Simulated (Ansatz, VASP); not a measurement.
Two plane-wave programs on MoS2

```
Mo S
1.0
     3.16900    0.00000    0.00000
    -1.58450    2.74443    0.00000
     0.00000    0.00000   12.32400
Mo S
2 4
Direct
  0.33333 0.66667 0.25000
  0.66667 0.33333 0.75000
  0.33333 0.66667 0.62506
  0.66667 0.33333 0.12506
  0.33333 0.66667 0.87494
  0.66667 0.33333 0.37494
```

Alike in both runs: functional LDA; k mesh 10 × 10 × 3; no spin polarisation.

Ansatz relaxed the structure, and its values are those at the end. VASP's run is a single point on that final structure, the one shown.

|  | VASP | Ansatz |
| --- | --- | --- |
| version | VASP 6.6.1 | Ansatz 0.2.0 |
| potentials or method | VASP PAW LDA potentials, release 64 (Mo_sv, S) | scalar-relativistic, plane waves, PAW |
| plane-wave cutoff (eV) | 520 | 420 |
| occupations | gaussian, width 0.01 eV | fixed |
| valence electrons in the cell | 52 | 52 |

|  | VASP | Ansatz | Ansatz less VASP |
| --- | --- | --- | --- |
| gap on the k mesh at the Fermi level (eV) | 0.88 | 0.87 | -0.011 |
| least direct gap on the mesh (eV) | 1.86 | 1.86 | -0.006 |
| pressure (GPa) | -3.1 | -3.2 | -0.10 |
| rms of the force components (eV/Å) | 0.008 | 0.001 | -0.0077 |

LDA's correlation is that of Perdew and Zunger in VASP and of Perdew and Wang (1992) in Ansatz. Ansatz's warnings: stress scf threshold loose.
